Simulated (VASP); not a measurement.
# TlBr (Pm-3m) in VASP: single point with PBEsol

Aim: the single point of TlBr with PBEsol.

Everything below comes from runs of VASP 6.6.1. Logs are shortened: lines on timing, memory, paths and dates and some standing lists are left out, and cuts for length are marked.

**1. The cell of the first run**

The structure is cubic, space group Pm-3m (No. 221). The conventional cell has a = 3.985 Å, b = 3.985 Å, c = 3.985 Å, α = 90.00°, β = 90.00°, γ = 90.00°. Within 4.5 Å of Tl (site symmetry m-3m) lie 8 Br at 3.45 Å and 6 Tl at 3.99 Å. Br (site symmetry m-3m) has 8 Tl at 3.45 Å and 6 Br at 3.99 Å within 4.5 Å.

**2. Single point, PBEsol**

Contents of INCAR:

```
SYSTEM = TlBr
PREC = Accurate
ENCUT = 500
EDIFF = 1E-6
ISMEAR = 0
SIGMA = 0.05
LREAL = .False.
LASPH = .True.
NELM = 120
ALGO = Normal
ISIF = 2
LWAVE = .False.
LCHARG = .False.
GGA = PS
NBANDS = 17
GGA_COMPAT = .False.
```

Contents of KPOINTS:

```
Automatic mesh
0
Gamma
  8 8 8
  0 0 0
```

Contents of POSCAR:

```
TlBr
1.0
    3.9852429498      0.0000000000      0.0000000000
    0.0000000000      3.9852429498      0.0000000000
    0.0000000000      0.0000000000      3.9852429498
Tl Br
1 1
Direct
    0.0000000000      0.0000000000      0.0000000000
    0.5000000000      0.5000000000      0.5000000000
```

Potentials or basis: VASP PAW PBE potentials, release 64 (Tl_d, Br).

Started as:

```console
$ cat potpaw_PBE.64/Tl_d/POTCAR potpaw_PBE.64/Br/POTCAR > POTCAR
$ mpirun -np 1 vasp_std > vasp.out
```

OUTCAR:

```text
SYSTEM = TlBr
   PREC = Accurate
   ENCUT = 500
   EDIFF = 1E-6
   ISMEAR = 0
   LREAL = .False.
   LASPH = .True.
   NELM = 120
   ISIF = 2
   GGA = PS

 ion  position               nearest neighbor table
   1  0.000  0.000  0.000-   2 3.45   2 3.45   2 3.45   2 3.45   2 3.45   2 3.45   2 3.45   2 3.45

   2  0.500  0.500  0.500-   1 3.45   1 3.45   1 3.45   1 3.45   1 3.45   1 3.45   1 3.45   1 3.45

  LATTYP: Found a simple cubic cell.
 ALAT       =     3.9852429498

  Lattice vectors:

 A1 = (   3.9852429498,   0.0000000000,   0.0000000000)
 A2 = (   0.0000000000,   3.9852429498,   0.0000000000)
 A3 = (   0.0000000000,   0.0000000000,   3.9852429498)

Analysis of symmetry for initial positions (statically):
=====================================================================
 Subroutine PRICEL returns:
 Original cell was already a primitive cell.

 Routine SETGRP: Setting up the symmetry group for a
 simple cubic supercell.

 Subroutine GETGRP returns: Found 48 space group operations
 (whereof 48 operations were pure point group operations)
 out of a pool of 48 trial point group operations.

The static configuration has the point symmetry O_h .

Analysis of symmetry for dynamics (positions and initial velocities):
=====================================================================
 Subroutine PRICEL returns:
 Original cell was already a primitive cell.

 Routine SETGRP: Setting up the symmetry group for a
 simple cubic supercell.

 Subroutine GETGRP returns: Found 48 space group operations
 (whereof 48 operations were pure point group operations)
 out of a pool of 48 trial point group operations.

The dynamic configuration has the point symmetry O_h .

 Subroutine INISYM returns: Found 48 space group operations
 (whereof 48 operations are pure point group operations),
 and found     1 'primitive' translations

----------------------------------------------------------------------------------------

                                     Primitive cell

  volume of cell :      63.2943

  direct lattice vectors                    reciprocal lattice vectors
     3.985242950  0.000000000  0.000000000     0.250925731  0.000000000  0.000000000
     0.000000000  3.985242950  0.000000000     0.000000000  0.250925731  0.000000000
     0.000000000  0.000000000  3.985242950     0.000000000  0.000000000  0.250925731

  length of vectors
     3.985242950  3.985242950  3.985242950     0.250925731  0.250925731  0.250925731

  position of ions in fractional coordinates (direct lattice)
     0.000000000  0.000000000  0.000000000
     0.500000000  0.500000000  0.500000000

  ion indices of the primitive-cell ions
   primitive index   ion index
                 1           1
                 2           2

----------------------------------------------------------------------------------------

 KPOINTS: Automatic mesh

Automatic generation of k-mesh.
 Grid dimensions read from file:
 generate k-points for:    8    8    8

 Generating k-lattice:

  Cartesian coordinates                     Fractional coordinates (reciprocal lattice)
     0.031365716  0.000000000  0.000000000     0.125000000  0.000000000  0.000000000
     0.000000000  0.031365716  0.000000000     0.000000000  0.125000000  0.000000000
     0.000000000  0.000000000  0.031365716     0.000000000  0.000000000  0.125000000

  Length of vectors
     0.031365716  0.031365716  0.031365716

  Shift w.r.t. Gamma in fractional coordinates (k-lattice)
     0.000000000  0.000000000  0.000000000

 Subroutine IBZKPT returns following result:
 ===========================================

 Found     35 irreducible k-points:

 Following reciprocal coordinates:
            Coordinates               Weight
  0.000000  0.000000  0.000000      1.000000
  0.125000  0.000000  0.000000      6.000000
  0.250000  0.000000  0.000000      6.000000
  0.375000  0.000000  0.000000      6.000000
  0.500000  0.000000  0.000000      3.000000
  0.125000  0.125000  0.000000     12.000000
[... 16 lines left out ...]
  0.375000  0.375000  0.125000     24.000000
  0.500000  0.375000  0.125000     24.000000
 [... further k-points ...]
   k-points           NKPTS =     35   k-points in BZ     NKDIM =     35   number of bands    NBANDS=     17
   number of dos      NEDOS =    301   number of ions     NIONS =      2
   total plane-waves  NPLWV =  27000
   dimension x,y,z NGX =    30 NGY =   30 NGZ =   30
   dimension x,y,z NGXF=    60 NGYF=   60 NGZF=   60
   ions per type =               1   1
   NGX,Y,Z   is equivalent  to a cutoff of  12.51, 12.51, 12.51 a.u.
   NGXF,Y,Z  is equivalent  to a cutoff of  25.03, 25.03, 25.03 a.u.
 SYSTEM =  TlBr
   PREC   = accura    normal or accurate (medium, high low for compatibility)
   ISTART =      0    job   : 0-new  1-cont  2-samecut
   ICHARG =      2    charge: 1-file 2-atom 10-const
   ISPIN  =      1    spin polarized calculation?
   LNONCOLLINEAR =      F non collinear calculations
   LSORBIT =      F    spin-orbit coupling
   LASPH  =      T    aspherical Exc in radial PAW
   ENCUT  =  500.0 eV  36.75 Ry    6.06 a.u.   7.27  7.27  7.27*2*pi/ulx,y,z
   NELM   =    120;   NELMIN=  2; NELMDL= -5     # of ELM steps
   EDIFF  = 0.1E-05   stopping-criterion for ELM
   LREAL  =      F    real-space projection
   EDIFFG = 0.1E-04   stopping-criterion for IOM
   NSW    =      0    number of steps for IOM
   IBRION =     -1    ionic relax: 0-MD 1-quasi-New 2-CG
   NFREE  =      0    steps in history (QN), initial steepest desc. (CG)
   ISIF   =      2    stress and relaxation
   ISYM   =      2    0-nonsym 1-usesym 2-fastsym
   POTIM  = 0.5000    time-step for ionic-motion
   TEBEG  =    0.0;   TEEND  =   0.0 temperature during run
   PSTRESS=    0.0 pullay stress
   NELECT =      20.0000    total number of electrons
   NUPDOWN=      -1.0000    fix difference up-down
   EMIN   =  10.00;   EMAX   =-10.00  energy-range for DOS
   EFERMI =   0.00;   METHOD = LEGACY
   ISMEAR =     0;   SIGMA  =   0.05  broadening in eV -4-tet -1-fermi 0-gaus
   EFERMI_NEDOS =   21; number of points for ismear=-14 and -15
   IALGO  =     38    algorithm
   IMIX   =      4    mixing-type and parameters
     AMIX     =   0.40;   BMIX     =  1.00
     AMIX_MAG =   1.60;   BMIX_MAG =  1.00
  volume/ion in A,a.u.               =      31.65       213.57
  Fermi-wavevector in a.u.,A,eV,Ry     =   1.115056  2.107150 16.916803  1.243350
  Thomas-Fermi vector in A             =   2.251657
   LORBIT       =      0    0 simple, 1 ext, 2 COOP (PROOUT), +10 PAW based schemes
   GGA     = PS    functional components
   LHFCALC =     F    Hartree Fock is set to
   AEXX    =    0.0000 exact exchange contribution
   IVDW    =     0    specifies the selected vdW correction
   LEPSILON=     F    determine dielectric tensor
   LRPA    =     F    only Hartree local field effects (RPA)
 non-spin polarized calculation
 Gauss-broadening in eV      SIGMA  =   0.05
  energy-cutoff  :      500.00
  volume of cell :       63.29
 maximum number of plane-waves:      1640
 NGX is ok and might be reduce to    30
   NGX = 15   NGY = 15   NGZ = 15

 number of electron      20.0000005 magnetization

 Free energy of the ion-electron system (eV)
  ---------------------------------------------------
  ext. energy  EPLUGINS =         0.00000000
  ---------------------------------------------------
  free energy    TOTEN  =        -6.01815623 eV

  energy without entropy =       -6.01815623  energy(sigma->0) =       -6.01815623

 E-fermi :   2.4213     XC(G=0):  -9.1642

 val. band max:        2.2038418413   @ k =   0.5000   0.0000   0.0000
 cond. band min:       3.9483906690   @ k =   0.5000   0.0000   0.0000
 fundamental gap:      1.7445488277
 Fermi energy:         2.4212975355

 k-point     1 :       0.0000    0.0000    0.0000
  band No.  band energies     occupation
      1     -11.5254      2.00000
      2      -7.8429      2.00000
      3      -7.8429      2.00000
      4      -7.6658      2.00000
      5      -7.6658      2.00000
      6      -7.6658      2.00000
[... 9 lines left out ...]
     16      13.1753      0.00000
     17      15.6028      0.00000

 k-point     2 :       0.1250    0.0000    0.0000
  band No.  band energies     occupation
      1     -11.4925      2.00000
      2      -7.8414      2.00000
      3      -7.8234      2.00000
      4      -7.6749      2.00000
      5      -7.6749      2.00000
      6      -7.6650      2.00000
[... 9 lines left out ...]
     16      14.0731      0.00000
     17      15.3108      0.00000

 k-point     3 :       0.2500    0.0000    0.0000
  band No.  band energies     occupation
      1     -11.4106      2.00000
      2      -7.8376      2.00000
      3      -7.7773      2.00000
      4      -7.6966      2.00000
      5      -7.6966      2.00000
      6      -7.6631      2.00000
[... 9 lines left out ...]
     16      14.1227      0.00000
     17      15.3314      0.00000

 k-point     4 :       0.3750    0.0000    0.0000
  band No.  band energies     occupation
      1     -11.3248      2.00000
      2      -7.8339      2.00000
      3      -7.7330      2.00000
      4      -7.7180      2.00000
      5      -7.7180      2.00000
      6      -7.6612      2.00000
[... 9 lines left out ...]
     16      13.6132      0.00000
     17      15.6858      0.00000
[... 343 lines left out ...]
      1     -11.2102      2.00000
      2      -7.7708      2.00000
      3      -7.7411      2.00000
      4      -7.6967      2.00000
      5      -7.6897      2.00000
      6      -7.6683      2.00000
[... 9 lines left out ...]
     16      12.9688      0.00000
     17      15.1412      0.00000

 k-point    23 :       0.3750    0.3750    0.1250
  band No.  band energies     occupation
      1     -11.1869      2.00000
      2      -7.7568      2.00000
      3      -7.7290      2.00000
      4      -7.7167      2.00000
      5      -7.6843      2.00000
      6      -7.6485      2.00000
[... 9 lines left out ...]
     16      13.0231      0.00000
     17      14.3865      0.00000

 k-point    24 :       0.5000    0.3750    0.1250
  band No.  band energies     occupation
      1     -11.1659      2.00000
      2      -7.7517      2.00000
      3      -7.7322      2.00000
      4      -7.7157      2.00000
      5      -7.6868      2.00000
      6      -7.6301      2.00000
[... 9 lines left out ...]
     16      13.0017      0.00000
     17      14.7168      0.00000

 [... further k-points ...]
[... 5 lines left out ...]
  --------------------------------------------------------------------------------------
  -------------------------------------------------------------------------------------
  Total       -0.5092760     -0.5092760     -0.5092760      0.0000000      0.0000000      0.0000000
  in kB      -12.8913795    -12.8913795    -12.8913795      0.0000000      0.0000000      0.0000000
  external PRESSURE =     -12.8913795 kB  Pullay stress =       0.0000000 kB

 VOLUME and BASIS-vectors are now :
 -----------------------------------------------------------------------------
  energy-cutoff  :      500.00
  volume of cell :       63.29
      direct lattice vectors                 reciprocal lattice vectors
     3.985242950  0.000000000  0.000000000     0.250925731  0.000000000  0.000000000
     0.000000000  3.985242950  0.000000000     0.000000000  0.250925731  0.000000000
     0.000000000  0.000000000  3.985242950     0.000000000  0.000000000  0.250925731

 POSITION                                       TOTAL-FORCE (eV/Angst)
 -----------------------------------------------------------------------------------
      0.00000      0.00000      0.00000         0.000000      0.000000      0.000000
      1.99262      1.99262      1.99262         0.000000      0.000000      0.000000
 -----------------------------------------------------------------------------------
    total drift:                                0.000000     -0.000000     -0.000000

  FREE ENERGIE OF THE ION-ELECTRON SYSTEM (eV)
  ---------------------------------------------------
  free  energy   TOTEN  =        -6.0181562295 eV

  energy  without entropy=       -6.0181562295  energy(sigma->0) =       -6.01815623
```

Wall time 21 s (1 thread of Intel Xeon Platinum 8488C (Sapphire Rapids), shared host); peak memory 0.19 GiB.

What came out:

- Free energy: -6.0182 eV
- Pressure: -1.3 GPa
- Band gap on the k mesh: 1.74 eV, direct

Caveat: the PAW data sets were made with another functional, which shifts forces and pressure a little; spin-orbit coupling is left out, which moves the levels of the heavy elements.
